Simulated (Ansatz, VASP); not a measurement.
# Two plane-wave programs on BaO

```xyz
2
Lattice="0.0000 2.7862 2.7862 2.7862 0.0000 2.7862 2.7862 2.7862 0.0000" Properties=species:S:1:pos:R:3 pbc="T T T"
Ba    0.0000    0.0000    0.0000
O     2.7862    2.7862    2.7862
```

Alike in both runs: task single point; functional PBE; k mesh 6 × 6 × 6; no spin polarisation.

|  | VASP | Ansatz |
| --- | --- | --- |
| version | VASP 6.6.1 | Ansatz 0.2.0 |
| potentials or method | VASP PAW PBE potentials, release 64 (Ba_sv, O), cutoff 600 eV | plane waves, PAW |
| occupations | gaussian, width 0.01 eV | fixed |
| valence electrons in the cell | 16 | 16 |

Ansatz gave:

| Property | Result |
| --- | --- |
| pressure (GPa) | 0.1 |

Question: Which values does VASP return?

Answer: Pressure (GPa): 1.6.

Spin-orbit coupling is off throughout.
